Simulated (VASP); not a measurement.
A run of VASP 6.6.1:

The input INCAR:

```
PREC = Accurate
ENCUT = 600
EDIFF = 1E-6
ISMEAR = 0
SIGMA = 0.1
LREAL = F
LASPH = T
NELM = 120
ALGO = Normal
ISIF = 2
LWAVE = F
LCHARG = T
GGA = PE
LELF = T
LVHAR = T
NBANDS = 28
GGA_COMPAT = F
```

File KPOINTS:

```
Automatic mesh
0
Gamma
  4 4 4
```

POSCAR

```
MgSb7
1.0
    0.0000000000      5.1782313400      5.1782313400
    5.1782313400      0.0000000000      5.1782313400
    5.1782313400      5.1782313400      0.0000000000
Mg Sb
1 7
Direct
    0.0000000000      0.0000000000      0.0000000000
    0.9656006900      0.5343993100      0.5343993100
    0.5343993100      0.9656006900      0.9656006900
    0.5343993100      0.9656006900      0.5343993100
    0.9656006900      0.5343993100      0.9656006900
    0.5343993100      0.5343993100      0.9656006900
    0.9656006900      0.9656006900      0.5343993100
    0.2500000000      0.2500000000      0.2500000000
```

Potentials or basis: VASP PAW PBE potentials, release 64 (Mg, Sb).

Command:

```sh
$ cat potpaw_PBE.64/Mg/POTCAR potpaw_PBE.64/Sb/POTCAR > POTCAR
$ mpirun -np 1 vasp_std > vasp.out
```

Hardware: 1 thread of Intel(R) Xeon(R) 6975P-C (Granite Rapids) (shared host).

**Question.** Estimate the wall time of this run.

**Answer.** Run time: 49 s on 1 thread of Intel(R) Xeon(R) 6975P-C (Granite Rapids), on a shared host, peak memory 0.5 GiB. Counts: scf iterations 14, k points 8.
